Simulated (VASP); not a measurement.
A run of VASP 6.6.1 is set up as follows.

File POSCAR:

```
PbO
1.0
    3.9784492919      0.0000000000      0.0000000000
    0.0000000000      3.9784492919      0.0000000000
    0.0000000000      0.0000000000      5.0093266658
Pb O
2 2
Direct
    0.0000000000      0.5000000000      0.2364092148
    0.5000000000      0.0000000000      0.7635907852
    0.5000000000      0.5000000000      0.0000000000
    0.0000000000      0.0000000000      0.0000000000
```

The input INCAR.step1:

```
SYSTEM = PbO
  PREC = Accurate
  ENCUT = 520
  ISMEAR = 0
  SIGMA = 0.01
  LREAL = .FALSE.
  LASPH = .TRUE.
  NELM = 60
  NBANDS = 28
  GGA = PE
  ALGO = Normal
  EDIFF = 1E-4
  LWAVE = .TRUE.
  LCHARG = .FALSE.
```

INCAR.step2

```
SYSTEM = PbO
  PREC = Accurate
  ENCUT = 520
  EDIFF = 1E-6
  ISMEAR = 0
  SIGMA = 0.01
  LREAL = .FALSE.
  LASPH = .TRUE.
  NELM = 60
  ALGO = Normal
  ISIF = 2
  LWAVE = .FALSE.
  LCHARG = .TRUE.
  METAGGA = R2SCAN
  LMIXTAU = .TRUE.
  LELF = .TRUE.
  LVHAR = .TRUE.
  NBANDS = 28
  ISTART = 1
```

Contents of KPOINTS:

```
Automatic mesh
0
G
  6 6 6
  0 0 0
```

Potentials or basis: VASP PAW PBE potentials, release 64 (Pb_d, O).

The run is started by

```sh
$ cat potpaw_PBE.64/Pb_d/POTCAR potpaw_PBE.64/O/POTCAR > POTCAR
$ cp INCAR.step1 INCAR
$ mpirun -np 1 vasp_std > vasp.out
$ cp INCAR.step2 INCAR
$ mpirun -np 1 vasp_std > vasp.out
```

Task: Estimate the largest force.

Result: 0.096 eV/Å.

Task: Predict the band gap on the k mesh.

Result: 1.53 eV (least direct gap 2.69 eV).

Task: What does it give for the pressure?

Result: 1.7 GPa.

Stress tensor (GPa, compression positive):
```
1.80 0.00 0.00
0.00 1.80 0.00
0.00 0.00 1.59
```

Caveat: the PAW data sets were made with another functional, which shifts forces and pressure a little; spin-orbit coupling is left out, which moves the levels of the heavy elements. A k mesh can miss the band edges.
